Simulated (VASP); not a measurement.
# KNaICl (Pmmm) in VASP: further runs

KNaICl is run at these levels: LDA; tasks: single point.

Everything below comes from runs of VASP 6.6.1. Logs are shortened: lines on timing, memory, paths and dates and some standing lists are left out, and cuts for length are marked.

## (1) The cell of the first run

It takes space group Pmmm (No. 47, orthorhombic). The conventional cell has a = 3.845 Å, b = 4.479 Å, c = 6.976 Å, α = 90.00°, β = 90.00°, γ = 90.00°. K (site symmetry mmm) has 4 Cl at 2.95 Å and 2 I at 3.49 Å and 2 K at 3.85 Å within 3.9 Å. Na (site symmetry mmm) has 4 I at 2.95 Å and 2 Cl at 3.49 Å and 2 Na at 3.85 Å within 3.9 Å. Within 3.9 Å of I (site symmetry mmm) lie 4 Na at 2.95 Å and 2 K at 3.49 Å and 2 I at 3.85 Å. Within 3.9 Å of Cl (site symmetry mmm) lie 4 K at 2.95 Å and 2 Na at 3.49 Å and 2 Cl at 3.85 Å.

## (2) Single point, LDA

File INCAR:

```
PREC = Accurate ; ENCUT = 520
EDIFF = 1E-6 ; ISMEAR = 0
SIGMA = 0.05 ; LREAL = False
LASPH = True ; NELM = 100
ALGO = Normal ; ISIF = 2
LWAVE = False ; LCHARG = False
NBANDS = 23
```

File KPOINTS:

```
Automatic mesh
0
Gamma
  6 6 4
```

File POSCAR:

```
KNaICl
1.0
    3.8454146418      0.0000000000      0.0000000000
    0.0000000000      4.4787923021      0.0000000000
    0.0000000000      0.0000000000      6.9758314978
K Na I Cl
1 1 1 1
Direct
    0.5000000000      0.5000000000      0.5000000000
    0.0000000000      0.0000000000      0.0000000000
    0.5000000000      0.5000000000      0.0000000000
    0.0000000000      0.0000000000      0.5000000000
```

Potentials or basis: VASP PAW LDA potentials, release 64 (K_sv, Na_pv, I, Cl).

Command:

```
$ cat potpaw_LDA.64/K_sv/POTCAR potpaw_LDA.64/Na_pv/POTCAR potpaw_LDA.64/I/POTCAR potpaw_LDA.64/Cl/POTCAR > POTCAR
$ mpirun -np 1 vasp_std > vasp.out
```

OUTCAR:

```text
PREC = Accurate
   ENCUT = 520
   EDIFF = 1E-6
   ISMEAR = 0
   LREAL = False
   LASPH = True
   NELM = 100
   ISIF = 2

 ion  position               nearest neighbor table
   1  0.500  0.500  0.500-   4 2.95   4 2.95   4 2.95   4 2.95   3 3.49   3 3.49
   2  0.000  0.000  0.000-   3 2.95   3 2.95   3 2.95   3 2.95
   3  0.500  0.500  0.000-   2 2.95   2 2.95   2 2.95   2 2.95   1 3.49   1 3.49
   4  0.000  0.000  0.500-   1 2.95   1 2.95   1 2.95   1 2.95

  LATTYP: Found a simple orthorhombic cell.
 ALAT       =     3.8454146418
 B/A-ratio  =     1.1647098478
 C/A-ratio  =     1.8140648402

  Lattice vectors:

 A1 = (   3.8454146418,   0.0000000000,   0.0000000000)
 A2 = (   0.0000000000,   4.4787923021,   0.0000000000)
 A3 = (   0.0000000000,   0.0000000000,   6.9758314978)

Analysis of symmetry for initial positions (statically):
=====================================================================
 Subroutine PRICEL returns:
 Original cell was already a primitive cell.

 Routine SETGRP: Setting up the symmetry group for a
 simple orthorhombic supercell.

 Subroutine GETGRP returns: Found  8 space group operations
 (whereof  8 operations were pure point group operations)
 out of a pool of  8 trial point group operations.

The static configuration has the point symmetry D_2h.

Analysis of symmetry for dynamics (positions and initial velocities):
=====================================================================
 Subroutine PRICEL returns:
 Original cell was already a primitive cell.

 Routine SETGRP: Setting up the symmetry group for a
 simple orthorhombic supercell.

 Subroutine GETGRP returns: Found  8 space group operations
 (whereof  8 operations were pure point group operations)
 out of a pool of  8 trial point group operations.

The dynamic configuration has the point symmetry D_2h.

 Subroutine INISYM returns: Found  8 space group operations
 (whereof  8 operations are pure point group operations),
 and found     1 'primitive' translations

----------------------------------------------------------------------------------------

                                     Primitive cell

  volume of cell :     120.1434

  direct lattice vectors                    reciprocal lattice vectors
     3.845414642  0.000000000  0.000000000     0.260049980  0.000000000  0.000000000
     0.000000000  4.478792302  0.000000000     0.000000000  0.223274475  0.000000000
     0.000000000  0.000000000  6.975831498     0.000000000  0.000000000  0.143352086

  length of vectors
     3.845414642  4.478792302  6.975831498     0.260049980  0.223274475  0.143352086

  position of ions in fractional coordinates (direct lattice)
     0.500000000  0.500000000  0.500000000
     0.000000000  0.000000000  0.000000000
     0.500000000  0.500000000  0.000000000
     0.000000000  0.000000000  0.500000000

  ion indices of the primitive-cell ions
   primitive index   ion index
                 1           1
                 2           2
                 3           3
                 4           4

----------------------------------------------------------------------------------------

 KPOINTS: Automatic mesh

Automatic generation of k-mesh.
 Grid dimensions read from file:
 generate k-points for:    6    6    4

 Generating k-lattice:

  Cartesian coordinates                     Fractional coordinates (reciprocal lattice)
     0.043341663  0.000000000  0.000000000     0.166666667  0.000000000  0.000000000
     0.000000000  0.037212413  0.000000000     0.000000000  0.166666667  0.000000000
     0.000000000  0.000000000  0.035838022     0.000000000  0.000000000  0.250000000

  Length of vectors
     0.043341663  0.037212413  0.035838022

  Shift w.r.t. Gamma in fractional coordinates (k-lattice)
     0.000000000  0.000000000  0.000000000

 Subroutine IBZKPT returns following result:
 ===========================================

 Found     48 irreducible k-points:

 Following reciprocal coordinates:
            Coordinates               Weight
  0.000000  0.000000  0.000000      1.000000
  0.166667  0.000000  0.000000      2.000000
  0.333333  0.000000  0.000000      2.000000
  0.500000  0.000000  0.000000      1.000000
  0.000000  0.166667  0.000000      2.000000
  0.166667  0.166667  0.000000      4.000000
[... 16 lines left out ...]
  0.333333  0.166667  0.250000      8.000000
  0.500000  0.166667  0.250000      4.000000
 [... further k-points ...]
   k-points           NKPTS =     48   k-points in BZ     NKDIM =     48   number of bands    NBANDS=     23
   number of dos      NEDOS =    301   number of ions     NIONS =      4
   total plane-waves  NPLWV =  58320
   dimension x,y,z NGX =    30 NGY =   36 NGZ =   54
   dimension x,y,z NGXF=    60 NGYF=   72 NGZF=  108
   ions per type =               1   1   1   1
   NGX,Y,Z   is equivalent  to a cutoff of  12.97, 13.36, 12.87 a.u.
   NGXF,Y,Z  is equivalent  to a cutoff of  25.94, 26.73, 25.74 a.u.
 SYSTEM =  unknown system
   PREC   = accura    normal or accurate (medium, high low for compatibility)
   ISTART =      0    job   : 0-new  1-cont  2-samecut
   ICHARG =      2    charge: 1-file 2-atom 10-const
   ISPIN  =      1    spin polarized calculation?
   LNONCOLLINEAR =      F non collinear calculations
   LSORBIT =      F    spin-orbit coupling
   LASPH  =      T    aspherical Exc in radial PAW
   ENCUT  =  520.0 eV  38.22 Ry    6.18 a.u.   7.15  8.33 12.97*2*pi/ulx,y,z
   NELM   =    100;   NELMIN=  2; NELMDL= -5     # of ELM steps
   EDIFF  = 0.1E-05   stopping-criterion for ELM
   LREAL  =      F    real-space projection
   EDIFFG = 0.1E-04   stopping-criterion for IOM
   NSW    =      0    number of steps for IOM
   IBRION =     -1    ionic relax: 0-MD 1-quasi-New 2-CG
   NFREE  =      0    steps in history (QN), initial steepest desc. (CG)
   ISIF   =      2    stress and relaxation
   ISYM   =      2    0-nonsym 1-usesym 2-fastsym
   POTIM  = 0.5000    time-step for ionic-motion
   TEBEG  =    0.0;   TEEND  =   0.0 temperature during run
   PSTRESS=    0.0 pullay stress
   NELECT =      30.0000    total number of electrons
   NUPDOWN=      -1.0000    fix difference up-down
   EMIN   =  10.00;   EMAX   =-10.00  energy-range for DOS
   EFERMI =   0.00;   METHOD = LEGACY
   ISMEAR =     0;   SIGMA  =   0.05  broadening in eV -4-tet -1-fermi 0-gaus
   EFERMI_NEDOS =   21; number of points for ismear=-14 and -15
   IALGO  =     38    algorithm
   IMIX   =      4    mixing-type and parameters
     AMIX     =   0.40;   BMIX     =  1.00
     AMIX_MAG =   1.60;   BMIX_MAG =  1.00
  volume/ion in A,a.u.               =      30.04       202.69
  Fermi-wavevector in a.u.,A,eV,Ry     =   1.030897  1.948113 14.459569  1.062748
  Thomas-Fermi vector in A             =   2.165018
   LORBIT       =      0    0 simple, 1 ext, 2 COOP (PROOUT), +10 PAW based schemes
   GGA     = CA    functional components
   LHFCALC =     F    Hartree Fock is set to
   AEXX    =    0.0000 exact exchange contribution
   IVDW    =     0    specifies the selected vdW correction
   LEPSILON=     F    determine dielectric tensor
   LRPA    =     F    only Hartree local field effects (RPA)
 non-spin polarized calculation
 Gauss-broadening in eV      SIGMA  =   0.05
  energy-cutoff  :      520.00
  volume of cell :      120.14
 maximum number of plane-waves:      3276
 NGX is ok and might be reduce to    30
   NGX = 15   NGY = 17   NGZ = 25

 number of electron      30.0000005 magnetization

 Free energy of the ion-electron system (eV)
  ---------------------------------------------------
  ext. energy  EPLUGINS =         0.00000000
  ---------------------------------------------------
  free energy    TOTEN  =       -13.01527936 eV

  energy without entropy =      -13.01527936  energy(sigma->0) =      -13.01527936

 E-fermi :   0.8304     XC(G=0):  -8.3900

 val. band max:        0.6010544644   @ k =   0.0000   0.5000   0.0000
 cond. band min:       3.8414210205   @ k =   0.0000   0.0000   0.0000
 fundamental gap:      3.2403665561
 Fermi energy:         0.8304068303

 k-point     1 :       0.0000    0.0000    0.0000
  band No.  band energies     occupation
      1     -27.2673      2.00000
      2     -22.2110      2.00000
      3     -22.2076      2.00000
      4     -22.1991      2.00000
      5     -12.5564      2.00000
      6     -11.1440      2.00000
[... 15 lines left out ...]
     22       8.6592      0.00000
     23       8.9936      0.00000

 k-point     2 :       0.1667    0.0000    0.0000
  band No.  band energies     occupation
      1     -27.2615      2.00000
      2     -22.2162      2.00000
      3     -22.2065      2.00000
      4     -22.1987      2.00000
      5     -12.6217      2.00000
      6     -11.1120      2.00000
[... 15 lines left out ...]
     22       8.7981      0.00000
     23       8.8958      0.00000

 k-point     3 :       0.3333    0.0000    0.0000
  band No.  band energies     occupation
      1     -27.2499      2.00000
      2     -22.2265      2.00000
      3     -22.2045      2.00000
      4     -22.1979      2.00000
      5     -12.7471      2.00000
      6     -11.0919      2.00000
[... 15 lines left out ...]
     22       8.4991      0.00000
     23       8.9905      0.00000
[... 495 lines left out ...]
 k-point    23 :       0.3333    0.1667    0.2500
  band No.  band energies     occupation
      1     -27.2488      2.00000
      2     -22.2259      2.00000
      3     -22.2061      2.00000
      4     -22.1979      2.00000
      5     -12.7100      2.00000
      6     -11.2018      2.00000
[... 15 lines left out ...]
     22       9.3340      0.00000
     23       9.5916      0.00000

 k-point    24 :       0.5000    0.1667    0.2500
  band No.  band energies     occupation
      1     -27.2430      2.00000
      2     -22.2310      2.00000
      3     -22.2050      2.00000
      4     -22.1975      2.00000
      5     -12.7323      2.00000
      6     -11.1692      2.00000
[... 15 lines left out ...]
     22       9.6731      0.00000
     23      10.1261      0.00000

 [... further k-points ...]

------------------------ aborting loop because EDIFF is reached ----------------------------------------

  FORCE on cell =-STRESS in cart. coord.  units (eV):
  Direction    XX          YY          ZZ          XY          YZ          ZX
  --------------------------------------------------------------------------------------
  -------------------------------------------------------------------------------------
  Total        3.2692267      0.9352028     -1.3503529     -0.0000000      0.0000000      0.0000000
  in kB       43.5968924     12.4714310    -18.0076803     -0.0000000      0.0000000      0.0000000
  external PRESSURE =      12.6868810 kB  Pullay stress =       0.0000000 kB

 VOLUME and BASIS-vectors are now :
 -----------------------------------------------------------------------------
  energy-cutoff  :      520.00
  volume of cell :      120.14
      direct lattice vectors                 reciprocal lattice vectors
     3.845414642  0.000000000  0.000000000     0.260049980  0.000000000  0.000000000
     0.000000000  4.478792302  0.000000000     0.000000000  0.223274475  0.000000000
     0.000000000  0.000000000  6.975831498     0.000000000  0.000000000  0.143352086

 POSITION                                       TOTAL-FORCE (eV/Angst)
 -----------------------------------------------------------------------------------
      1.92271      2.23940      3.48792         0.000000      0.000000      0.000000
      0.00000      0.00000      0.00000         0.000000      0.000000      0.000000
      1.92271      2.23940      0.00000         0.000000      0.000000      0.000000
      0.00000      0.00000      3.48792         0.000000      0.000000      0.000000
 -----------------------------------------------------------------------------------
    total drift:                                0.000000      0.000000      0.000000

  FREE ENERGIE OF THE ION-ELECTRON SYSTEM (eV)
  ---------------------------------------------------
  free  energy   TOTEN  =       -13.0152793639 eV

  energy  without entropy=      -13.0152793639  energy(sigma->0) =      -13.01527936
```

Run time: 2.5 min. Hardware: 1 thread of Intel Xeon Platinum 8259CL at 2.50GHz (Skylake/Cascade Lake), shared host; peak memory 0.29 GiB.

What came out:

```
Free energy            : -13.0153 eV
Pressure               : 1.3 GPa
Band gap on the k mesh : 3.24 eV, indirect (least direct gap 3.28 eV)
```

Stress tensor (GPa, compression positive):
```
 4.36  0.00  0.00
 0.00  1.25  0.00
 0.00  0.00 -1.80
```

Caveat: the cell differs from its parent crystal (strain +e along x and -e along y -0.0733, strain +e along z and -e/2 along x and y +0.0733); spin-orbit coupling is left out, which moves the levels of the heavy elements. A k mesh can miss the band edges.

(Part 1 of 2 ends here.)
